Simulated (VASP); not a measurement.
Pb:

```
Pb
1.0
     0.00000    3.43900    3.43900
     3.43900    0.00000    3.43900
     3.43900    3.43900    0.00000
Pb
2
Direct
  0.25000 0.25000 0.25000
  0.00000 0.00000 0.00000
```

Base run:

* Program: VASP 6.6.1
* Functional: RPBE
* Potentials or basis: VASP PAW PBE potentials, release 64 (Pb_d)
* Cutoff: 520 eV
* k mesh: 7 × 7 × 7
* Occupations: fermi-dirac, width 0.05 eV
* Spin: no spin polarisation

Its results: band gap on the k mesh zero (band 14 reaches 4.88 eV, above the bottom of band 15 at 3.77 eV); pressure 3.5 GPa.

Problem. After a change of settings the same cell gave: band gap on the k mesh zero (band 14 reaches 5.18 eV, above the bottom of band 15 at 4.07 eV); pressure 4.7 GPa. Which change was it?
A. functional from RPBE to BLYP
B. functional from RPBE to PBE; further incar settings from ALGO = Fast; EDIFF = 1e-06; NBANDS = 21 to ALGO = Normal; EDIFF = 1e-06; NBANDS = 21
C. functional from RPBE to r2SCAN; further incar settings from ALGO = Fast; EDIFF = 1e-06; NBANDS = 21 to ALGO = Normal; EDIFF = 1e-06; NBANDS = 21
D. functional from RPBE to r2SCAN; further incar settings from ALGO = Fast; EDIFF = 1e-06; NBANDS = 21 to ALGO = Normal; EDIFF = 1e-07; NBANDS = 21

Solution. A.

Caveats: the PAW data sets were made with another functional, which shifts forces and pressure a little; spin-orbit coupling is left out, which moves the levels of the heavy elements.
